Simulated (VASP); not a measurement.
# Al4N3 (P3m1) in VASP: a series of runs

The runs below take Al4N3 through relaxation of cell and atoms, single point, with PBE.

All numbers are computed with VASP 6.6.1; they aren't measurements. Logs are shortened: lines on timing, memory, paths and dates and some standing lists are left out, and cuts for length are marked.

### Step 1. The cell of the first run

The structure is trigonal, space group P3m1 (No. 156). Conventional cell: a = 3.110 Å, b = 3.110 Å, c = 10.200 Å, α = 90.00°, β = 90.00°, γ = 120.00°. Within 2.5 Å of Al (site symmetry 3m) lie 4 N at 1.89 to 1.90 Å. Al (site symmetry 3m) has 3 N at 1.90 Å within 2.5 Å. Within 2.5 Å of Al (site symmetry 3m) lie 1 N at 1.90 Å. Al (site symmetry 3m) has 4 N at 1.90 to 1.91 Å within 2.5 Å. N (site symmetry 3m) has 4 Al at 1.89 to 1.91 Å within 2.5 Å. Within 2.5 Å of N (site symmetry 3m) lie 4 Al at 1.90 Å. Within 2.5 Å of N (site symmetry 3m) lie 4 Al at 1.90 Å.

### Step 2. Relaxation of cell and atoms, PBE

INCAR reads:

```
ALGO     = Normal         # electronic algorithm
EDIFF    = 1E-6           # SCF threshold, eV
EDIFFG   = -0.08          # ionic threshold
ENCUT    = 600            # plane-wave cutoff, eV
GGA      = PE             # functional
IBRION   = 2              # ionic algorithm
ISIF     = 3              # what is computed and relaxed
ISMEAR   = 0              # smearing method
LASPH    = T              # aspherical terms in the spheres
LCHARG   = F              # write CHGCAR
LREAL    = F              # projectors in reciprocal space
LWAVE    = F              # write WAVECAR
NELM     = 100            # most SCF steps
NSW      = 36             # ionic steps
PREC     = Accurate       # precision mode
SIGMA    = 0.2            # smearing width, eV
```

KPOINTS reads:

```
k-points
0
Gamma
  6 6 2
```

POSCAR reads:

```
Al4N3
1.0
    3.1100000000      0.0000000000      0.0000000000
   -1.5550000000      2.6933390100      0.0000000000
    0.0000000000      0.0000000000     10.2000000000
Al N
4 3
Direct
    0.0000000000      0.0000000000      0.4920000000
    0.3333333300      0.6666666700      0.7380000000
    0.0000000000      0.0000000000      0.0000000000
    0.3333333300      0.6666666700      0.2470000000
    0.3333333300      0.6666666700      0.4340000000
    0.0000000000      0.0000000000      0.6780000000
    0.0000000000      0.0000000000      0.1860000000
```

Potentials or basis: VASP PAW PBE potentials, release 64 (Al, N).

On the command line:

```console
cat potpaw_PBE.64/Al/POTCAR potpaw_PBE.64/N/POTCAR > POTCAR
mpirun -np 1 vasp_std > vasp.out
```

OUTCAR:

```text
EDIFF = 1E-6
   EDIFFG = -0.08
   ENCUT = 600
   GGA = PE
   IBRION = 2
   ISIF = 3
   ISMEAR = 0
   LASPH = T
   LREAL = F
   NELM = 100
   NSW = 36
   PREC = Accurate

 ion  position               nearest neighbor table
   1  0.000  0.000  0.492-   5 1.89   5 1.89   5 1.89   6 1.90   4 3.08   4 3.08   4 3.08   2 3.09
                             2 3.09   2 3.09
   2  0.333  0.667  0.738-   6 1.90   6 1.90   6 1.90   1 3.09   1 3.09   1 3.09   3 3.22   3 3.22
                             3 3.22
   3  0.000  0.000  0.000-   7 1.90   4 3.09   4 3.09   4 3.09   2 3.22   2 3.22   2 3.22
   4  0.333  0.667  0.247-   7 1.90   7 1.90   7 1.90   5 1.91   1 3.08   1 3.08   1 3.08   3 3.09
                             3 3.09   3 3.09
   5  0.333  0.667  0.434-   1 1.89   1 1.89   1 1.89   4 1.91
   6  0.000  0.000  0.678-   2 1.90   2 1.90   2 1.90   1 1.90
   7  0.000  0.000  0.186-   3 1.90   4 1.90   4 1.90   4 1.90

  LATTYP: Found a hexagonal cell.
 ALAT       =     3.1100000000
 C/A-ratio  =     3.2797427653

  Lattice vectors:

 A1 = (   3.1100000000,   0.0000000000,   0.0000000000)
 A2 = (  -1.5550000000,   2.6933390100,   0.0000000000)
 A3 = (   0.0000000000,   0.0000000000,  10.2000000000)

Analysis of symmetry for initial positions (statically):
=====================================================================
 Subroutine PRICEL returns:
 Original cell was already a primitive cell.

 Routine SETGRP: Setting up the symmetry group for a
 hexagonal supercell.

 Subroutine GETGRP returns: Found  6 space group operations
 (whereof  6 operations were pure point group operations)
 out of a pool of 24 trial point group operations.

The static configuration has the point symmetry C_3v.

Analysis of symmetry for dynamics (positions and initial velocities):
=====================================================================
 Subroutine PRICEL returns:
 Original cell was already a primitive cell.

 Routine SETGRP: Setting up the symmetry group for a
 hexagonal supercell.

 Subroutine GETGRP returns: Found  6 space group operations
 (whereof  6 operations were pure point group operations)
 out of a pool of 24 trial point group operations.

The dynamic configuration has the point symmetry C_3v.

 Subroutine INISYM returns: Found  6 space group operations
 (whereof  6 operations are pure point group operations),
 and found     1 'primitive' translations

----------------------------------------------------------------------------------------

                                     Primitive cell

  volume of cell :      85.4381

  direct lattice vectors                    reciprocal lattice vectors
     3.110000000  0.000000000  0.000000000     0.321543408  0.185643173  0.000000000
    -1.555000000  2.693339010  0.000000000     0.000000000  0.371286346  0.000000000
     0.000000000  0.000000000 10.200000000     0.000000000  0.000000000  0.098039216

  length of vectors
     3.110000000  3.110000004 10.200000000     0.371286347  0.371286346  0.098039216

  position of ions in fractional coordinates (direct lattice)
     0.000000000  0.000000000  0.492000000
     0.333333330  0.666666670  0.738000000
     0.000000000  0.000000000  0.000000000
     0.333333330  0.666666670  0.247000000
     0.333333330  0.666666670  0.434000000
     0.000000000  0.000000000  0.678000000
     0.000000000  0.000000000  0.186000000

  ion indices of the primitive-cell ions
   primitive index   ion index
                 1           1
                 2           2
                 3           3
                 4           4
                 5           5
                 6           6
                 7           7

----------------------------------------------------------------------------------------

 KPOINTS: k-points

Automatic generation of k-mesh.
 Grid dimensions read from file:
 generate k-points for:    6    6    2

 Generating k-lattice:

  Cartesian coordinates                     Fractional coordinates (reciprocal lattice)
     0.053590568  0.030940529  0.000000000     0.166666667  0.000000000  0.000000000
     0.000000000  0.061881058  0.000000000     0.000000000  0.166666667  0.000000000
     0.000000000  0.000000000  0.049019608     0.000000000  0.000000000  0.500000000

  Length of vectors
     0.061881058  0.061881058  0.049019608

  Shift w.r.t. Gamma in fractional coordinates (k-lattice)
     0.000000000  0.000000000  0.000000000

 Subroutine IBZKPT returns following result:
 ===========================================

 Found     14 irreducible k-points:

 Following reciprocal coordinates:
            Coordinates               Weight
  0.000000  0.000000  0.000000      1.000000
  0.166667 -0.000000  0.000000      6.000000
  0.333333 -0.000000  0.000000      6.000000
  0.500000 -0.000000  0.000000      3.000000
  0.166667  0.166667  0.000000      6.000000
  0.333333  0.166667  0.000000     12.000000
  0.333333  0.333333  0.000000      2.000000
[... 23 lines left out ...]
   ENCUT  =  600.0 eV  44.10 Ry    6.64 a.u.   6.21  6.21 20.37*2*pi/ulx,y,z
   NELM   =    100;   NELMIN=  2; NELMDL= -5     # of ELM steps
   EDIFF  = 0.1E-05   stopping-criterion for ELM
   LREAL  =      F    real-space projection
   EDIFFG = -.8E-01   stopping-criterion for IOM
   NSW    =     36    number of steps for IOM
   IBRION =      2    ionic relax: 0-MD 1-quasi-New 2-CG
   NFREE  =      1    steps in history (QN), initial steepest desc. (CG)
   ISIF   =      3    stress and relaxation
   ISYM   =      2    0-nonsym 1-usesym 2-fastsym
   POTIM  = 0.5000    time-step for ionic-motion
   TEBEG  =    0.0;   TEEND  =   0.0 temperature during run
   PSTRESS=    0.0 pullay stress
   NELECT =      27.0000    total number of electrons
   NUPDOWN=      -1.0000    fix difference up-down
   EMIN   =  10.00;   EMAX   =-10.00  energy-range for DOS
   EFERMI =   0.00;   METHOD = LEGACY
   ISMEAR =     0;   SIGMA  =   0.20  broadening in eV -4-tet -1-fermi 0-gaus
   EFERMI_NEDOS =   21; number of points for ismear=-14 and -15
   IALGO  =     38    algorithm
   IMIX   =      4    mixing-type and parameters
     AMIX     =   0.40;   BMIX     =  1.00
     AMIX_MAG =   1.60;   BMIX_MAG =  1.00
  volume/ion in A,a.u.               =      12.21        82.37
  Fermi-wavevector in a.u.,A,eV,Ry     =   1.115096  2.107226 16.918013  1.243439
  Thomas-Fermi vector in A             =   2.251697
   LORBIT       =      0    0 simple, 1 ext, 2 COOP (PROOUT), +10 PAW based schemes
   GGA     = PE    functional components
   LHFCALC =     F    Hartree Fock is set to
   AEXX    =    0.0000 exact exchange contribution
   IVDW    =     0    specifies the selected vdW correction
   LEPSILON=     F    determine dielectric tensor
   LRPA    =     F    only Hartree local field effects (RPA)
 conjugate gradient relaxation of ions
 non-spin polarized calculation
 Gauss-broadening in eV      SIGMA  =   0.20
  energy-cutoff  :      600.00
  volume of cell :       85.44
 maximum number of plane-waves:      2896
 NGX is ok and might be reduce to    28
   NGX = 13   NGY = 13   NGZ = 41

--------------------------------------- Ionic step        1  -------------------------------------------

 number of electron      26.9999997 magnetization

 Free energy of the ion-electron system (eV)
  ---------------------------------------------------
  ext. energy  EPLUGINS =         0.00000000
  ---------------------------------------------------
  free energy    TOTEN  =       -46.95600804 eV

  energy without entropy =      -46.93199343  energy(sigma->0) =      -46.94400074

------------------------ aborting loop because EDIFF is reached ----------------------------------------

  FORCE on cell =-STRESS in cart. coord.  units (eV):
  Direction    XX          YY          ZZ          XY          YZ          ZX
  --------------------------------------------------------------------------------------
  -------------------------------------------------------------------------------------
  Total        0.1708334      0.1708334     -1.0197560      0.0000000     -0.0000000     -0.0000000
  in kB        3.2035520      3.2035520    -19.1229673      0.0000000     -0.0000000     -0.0000000
  external PRESSURE =      -4.2386211 kB  Pullay stress =       0.0000000 kB
[... 104 lines left out ...]
  FREE ENERGIE OF THE ION-ELECTRON SYSTEM (eV)
  ---------------------------------------------------
  free  energy   TOTEN  =       -47.1116579570 eV

  energy  without entropy=      -47.1026464720  energy(sigma->0) =      -47.10715221

[... ionic steps 4 to 9 ...]

--------------------------------------- Ionic step       10  -------------------------------------------

 number of electron      26.9999999 magnetization

------------------------ aborting loop because EDIFF is reached ----------------------------------------

  FORCE on cell =-STRESS in cart. coord.  units (eV):
  Direction    XX          YY          ZZ          XY          YZ          ZX
  --------------------------------------------------------------------------------------
  -------------------------------------------------------------------------------------
  Total        0.1106703      0.1106703     -0.0355110     -0.0000000      0.0000000      0.0000000
  in kB        2.1583716      2.1583716     -0.6925607     -0.0000000      0.0000000      0.0000000
  external PRESSURE =       1.2080609 kB  Pullay stress =       0.0000000 kB
[... 67 lines left out ...]
  energy  without entropy=      -47.2936374642  energy(sigma->0) =      -47.29682951

--------------------------------------- Ionic step       12  -------------------------------------------

 number of electron      26.9999999 magnetization

 Free energy of the ion-electron system (eV)
  ---------------------------------------------------
  ext. energy  EPLUGINS =         0.00000000
  ---------------------------------------------------
  free energy    TOTEN  =       -47.30036989 eV

  energy without entropy =      -47.29406573  energy(sigma->0) =      -47.29721781

 E-fermi :   8.3990     XC(G=0): -10.6158

 val. band max:        8.3285398310   @ k =   0.3333   0.3333   0.5000
 cond. band min:       8.4905013993   @ k =   0.0000   0.0000   0.5000
 fundamental gap:      0.1619615682
 Fermi energy:         8.3989879737

 k-point     1 :       0.0000    0.0000    0.0000
  band No.  band energies     occupation
      1      -9.2887      2.00000
      2      -8.6126      2.00000
      3      -7.8628      2.00000
      4      -0.7209      2.00000
      5       0.0986      2.00000
      6       3.7408      2.00000
[... 9 lines left out ...]
     16      12.3151      0.00000
     17      13.3862      0.00000
[... 292 lines left out ...]
  FREE ENERGIE OF THE ION-ELECTRON SYSTEM (eV)
  ---------------------------------------------------
  free  energy   TOTEN  =       -47.3003698917 eV

  energy  without entropy=      -47.2940657258  energy(sigma->0) =      -47.29721781

 reached required accuracy - stopping structural energy minimisation
```

It took 2 min on 1 thread of Intel Xeon 6975P-C (Granite Rapids), shared host; peak memory 0.24 GiB.

What came out:

```yaml
Free_energy: -47.3004 eV
Relaxed_volume: 11.75 Å³/atom
Relaxed_cell: a = 3.110 Å, b = 3.110 Å, c = 9.814 Å, α = 90.00°, β = 90.00°, γ = 120.00°
Space_group_after_relaxing_to_0.05_Å: P3m1 (No. 156)
Energy_gained_by_relaxing: 49.2 meV/atom
Ionic_steps: 12
Pressure_after_relaxing: 0.0 GPa
Largest_force_after_relaxing: 0.035 eV/Å
```

Forces in eV/Å, atoms in the order of the input:
```
Al   0.000  0.000 -0.020
Al   0.000  0.000 -0.035
Al   0.000  0.000  0.019
Al   0.000  0.000  0.014
N    0.000  0.000 -0.030
N    0.000  0.000  0.034
N    0.000  0.000  0.018
```

Step by step:
```tsv
step	energy change (eV)	largest force (eV/Å)	pressure (GPa)	volume (Å³)
1	0.0000	1.5304	-0.42	85.44
2	-0.1485	0.7334	-1.50	85.04
3	-0.1556	1.0778	-1.66	84.93
4	-0.2536	0.8973	0.26	83.04
5	-0.2575	0.8395	0.87	82.58
6	-0.3218	0.5119	0.17	82.35
7	-0.3237	0.5063	0.09	82.30
8	-0.3410	0.1918	-0.20	82.33
9	-0.3411	0.1764	-0.18	82.33
10	-0.3439	0.1267	0.12	82.15
11	-0.3440	0.1064	0.07	82.18
12	-0.3444	0.0347	-0.04	82.22
```

Final structure:
```
Al N
1.0
     3.11031    0.00000    0.00000
    -1.55515    2.69361    0.00000
     0.00000    0.00000    9.81435
Al N
4 3
Cartesian
  1.5552 2.6936 4.8671
  0.0000 1.7957 7.4482
  3.1103 0.0000 9.6274
  0.0000 1.7957 2.3452
  0.0000 1.7957 4.2517
  0.0000 0.0000 6.7727
  0.0000 0.0000 1.7370
```

Levels at points of the mesh, in eV from the Fermi level:
```tsv
k point	band 9	band 10	band 11	band 12	band 13	band 14	band 15	band 16	band 17
(0.00, 0.00, 0.00)	-3.54	-3.24	-3.24	-2.97	-2.97	0.95	2.42	3.92	4.99
(0.50, 0.00, 0.00)	-4.65	-4.43	-4.16	-3.66	-3.14	-1.44	1.41	2.91	3.02
(0.00, 0.00, 0.50)	-3.25	-3.25	-2.96	-2.96	-2.92	0.09	3.41	3.66	4.65
(0.50, 0.00, 0.50)	-4.80	-4.64	-4.18	-3.65	-3.02	-1.52	1.50	2.72	3.22
```

Caveat: the k points lie up to 0.39 Å⁻¹ apart in the final cell; the relaxation stopped at a loose force limit of 0.08 eV/Å, so its end isn't a converged minimum.

### Step 3. Single point, PBE (volume scaled by 1.03, then relaxed in part)

INCAR reads:

```
SYSTEM = Al4N3
PREC     = Accurate       ! precision mode
ENCUT    = 520            ! plane-wave cutoff, eV
EDIFF    = 1E-6           ! SCF threshold, eV
ISMEAR   = 0              ! smearing method
SIGMA    = 0.1            ! smearing width, eV
LREAL    = .FALSE.        ! projectors in reciprocal space
LASPH    = .TRUE.         ! aspherical terms in the spheres
NELM     = 60             ! most SCF steps
ALGO     = Normal         ! electronic algorithm
ISIF     = 2              ! what is computed and relaxed
LWAVE    = .FALSE.        ! write WAVECAR
LCHARG   = .FALSE.        ! write CHGCAR
GGA      = PE             ! functional
NBANDS   = 22             ! bands
```

KPOINTS reads:

```
Automatic mesh
0
G
  12 12 4
  0 0 0
```

POSCAR reads:

```
Al4N3
1.0
    3.1406901763      0.0000000000      0.0000000000
   -1.5703450881      2.7199174781      0.0000000000
    0.0000000000      0.0000000000      9.9236935320
Al N
4 3
Direct
    0.0000000000      0.0000000000      0.4952849026
    0.3333333333      0.6666666667      0.7569070921
    0.0000000000      0.0000000000      0.9825828970
    0.3333333333      0.6666666667      0.2395281577
    0.3333333333      0.6666666667      0.4331302859
    0.0000000000      0.0000000000      0.6893330150
    0.0000000000      0.0000000000      0.1782336497
```

Potentials or basis: VASP PAW PBE potentials, release 64 (Al, N).

On the command line:

```console
cat potpaw_PBE.64/Al/POTCAR potpaw_PBE.64/N/POTCAR > POTCAR
mpirun -np 1 vasp_std > vasp.out
```

Run time: 51 s. Hardware: 1 thread of Intel Xeon 6975P-C (Granite Rapids), shared host; peak memory 0.24 GiB.

The run converged. Its results:

```yaml
Free_energy: -47.2421 eV
Pressure: -4.3 GPa
Largest_force: 0.012 eV/Å
```

Forces in eV/Å, atoms in the order of the input:
```
Al   0.000  0.000 -0.006
Al   0.000  0.000 -0.007
Al   0.000  0.000 -0.006
Al   0.000  0.000 -0.007
N    0.000  0.000  0.007
N    0.000  0.000  0.008
N    0.000  0.000  0.012
```

Stress tensor (GPa, compression positive):
```
-4.29  0.00  0.00
 0.00 -4.29  0.00
 0.00  0.00 -4.21
```

Levels at points of the mesh, in eV from the Fermi level:
```csv
k point,band 10,band 11,band 12,band 13,band 14,band 15,band 16,band 17
"(0.00, 0.00, 0.00)",-3.47,-3.47,-3.21,-3.21,0.57,1.96,3.44,4.53
"(0.50, 0.00, 0.00)",-4.60,-4.37,-3.87,-3.25,-1.68,1.13,2.59,2.69
"(0.00, 0.00, 0.50)",-3.47,-3.20,-3.20,-3.13,-0.31,2.97,3.17,4.20
"(0.50, 0.00, 0.50)",-4.83,-4.39,-3.86,-3.15,-1.76,1.22,2.43,2.88
```

Caveat: the cell differs from its parent crystal (volume scaled by 1.03, then relaxed in part).

### Step 4. Single point, PBE (volume scaled by 1.06, then relaxed in part)

INCAR reads:

```
ALGO = Normal ; EDIFF = 1E-6
ENCUT = 520 ; GGA = PE
ISIF = 2 ; ISMEAR = 0
LASPH = True ; LCHARG = True
LELF = True ; LREAL = False
LVHAR = True ; LWAVE = False
NBANDS = 22 ; NELM = 60
PREC = Accurate ; SIGMA = 0.1
```

KPOINTS reads:

```
k-points
0
Gamma
  12 12 4
```

POSCAR reads:

```
Al4N3
1.0
    3.1665322950      0.0000000000      0.0000000000
   -1.5832661475      2.7422974093      0.0000000000
    0.0000000000      0.0000000000     10.0467207956
Al N
4 3
Direct
    0.0000000000      0.0000000000      0.4945302566
    0.3333333333      0.6666666667      0.7543520182
    0.0000000000      0.0000000000      0.9846575902
    0.3333333333      0.6666666667      0.2403963580
    0.3333333333      0.6666666667      0.4332197249
    0.0000000000      0.0000000000      0.6880020609
    0.0000000000      0.0000000000      0.1798419912
```

On the command line:

```console
cat potpaw_PBE.64/Al/POTCAR potpaw_PBE.64/N/POTCAR > POTCAR
mpirun -np 1 vasp_std > vasp.out
```

Run time: 53 s. Hardware: 1 thread of Intel Xeon 6975P-C (Granite Rapids), shared host; peak memory 0.25 GiB.

The run converged. Its results:

```yaml
Free_energy: -47.1518 eV
Pressure: -7.6 GPa
Largest_force: 0.015 eV/Å
```

Forces in eV/Å, atoms in the order of the input:
```
Al   0.000  0.000  0.001
Al   0.000  0.000 -0.015
Al   0.000  0.000  0.005
Al   0.000  0.000  0.003
N    0.000  0.000  0.000
N    0.000  0.000  0.008
N    0.000  0.000 -0.002
```

Levels at points of the mesh, in eV from the Fermi level:
| k point | band 10 | band 11 | band 12 | band 13 | band 14 | band 15 | band 16 | band 17 |
| --- | --- | --- | --- | --- | --- | --- | --- | --- |
| (0.00, 0.00, 0.00) | -3.47 | -3.47 | -3.22 | -3.22 | 0.40 | 1.74 | 3.23 | 4.30 |
| (0.50, 0.00, 0.00) | -4.55 | -4.35 | -3.87 | -3.16 | -1.72 | 1.05 | 2.46 | 2.60 |
| (0.00, 0.00, 0.50) | -3.47 | -3.22 | -3.22 | -3.13 | -0.50 | 2.79 | 2.92 | 3.97 |
| (0.50, 0.00, 0.50) | -4.80 | -4.37 | -3.86 | -3.07 | -1.80 | 1.13 | 2.35 | 2.76 |

Caveat: the cell differs from its parent crystal (volume scaled by 1.06, then relaxed in part).

### Step 5. Summary

| task | cell | k mesh | cutoff (eV) | smearing | gap on the mesh (eV) | pressure (GPa) | largest force (eV/Å) |
| --- | --- | --- | --- | --- | --- | --- | --- |
| relaxation of cell and atoms | relaxed from a = 3.110, b = 3.110, c = 10.200 Å, angles 90.0, 90.0, 120.0°, 7 atoms | 6 × 6 × 2 | 600 | gaussian 0.2 eV | none | 0.0 | 0.03 |
| single point | a = 3.141, b = 3.141, c = 9.924 Å, angles 90.0, 90.0, 120.0°, 7 atoms | 12 × 12 × 4 | 520 | gaussian 0.1 eV | none | -4.3 | 0.01 |
| single point | a = 3.167, b = 3.167, c = 10.047 Å, angles 90.0, 90.0, 120.0°, 7 atoms | 12 × 12 × 4 | 520 | gaussian 0.1 eV | none | -7.6 | 0.02 |

Alike in all rows: level PBE; potentials or basis VASP PAW PBE potentials, release 64 (Al, N); no spin polarisation.

Caveats: some runs use coarse meshes; the relaxation stopped at a loose force limit of 0.08 eV/Å, so its end isn't a converged minimum (some runs).

Absolute energies hang on the potentials; compare differences alone.
